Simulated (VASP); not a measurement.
Here is a VASP 6.6.1 calculation.

File INCAR:

```
ALGO = Normal
EDIFF = 1E-6
EDIFFG = -0.04
ENCUT = 600
GGA = PE
IBRION = 2
ISIF = 3
ISMEAR = 0
ISPIN = 2
LASPH = T
LCHARG = F
LMAXMIX = 4
LORBIT = 11
LREAL = F
LWAVE = F
MAGMOM = 0 1 0 0 0 0
NELM = 150
NSW = 90
PREC = Accurate
SIGMA = 0.1
```

The input KPOINTS:

```
k-points
0
Gamma
  4 4 4
```

Contents of POSCAR:

```
YReSe4
1.0
    4.6221871400      0.0000000000      0.0000000000
    0.0000000000      4.6221871400      0.0000000000
    0.0000000000      0.0000000000      6.5367597500
Y Re Se
1 1 4
Direct
    0.0000000000      0.0000000000      0.0000000000
    0.5000000000      0.5000000000      0.5000000000
    0.5000000000      0.0000000000      0.2500000000
    0.0000000000      0.5000000000      0.7500000000
    0.5000000000      0.0000000000      0.7500000000
    0.0000000000      0.5000000000      0.2500000000
```

Potentials or basis: VASP PAW PBE potentials, release 64 (Y_sv, Re, Se).

Run with:

```bash
$ cat potpaw_PBE.64/Y_sv/POTCAR potpaw_PBE.64/Re/POTCAR potpaw_PBE.64/Se/POTCAR > POTCAR
$ mpirun -np 1 vasp_std > vasp.out
```

Q: What does it give for the space group after relaxing (to 0.1 Å)?

A: P4/mmm (No. 123).

Q: Estimate the net moment.

A: 0.95 μB per cell.

Q: What does it give for the relaxed volume?

A: 22.87 Å³/atom.

Step by step:
```csv
step,energy change (eV),largest force (eV/Å),pressure (GPa),volume (Å³)
1,0.0000,1.7414,-0.51,139.66
2,-0.4519,0.8853,-0.47,138.15
3,-0.5707,0.0132,0.16,136.83
4,-0.5715,0.0864,0.08,136.93
5,-0.6178,0.0571,0.12,137.08
6,-0.7092,0.1211,-0.29,137.24
7,-0.7093,0.0438,0.72,135.79
8,-0.7115,0.0381,0.22,136.49
9,-0.7116,0.0359,-0.18,137.21
```
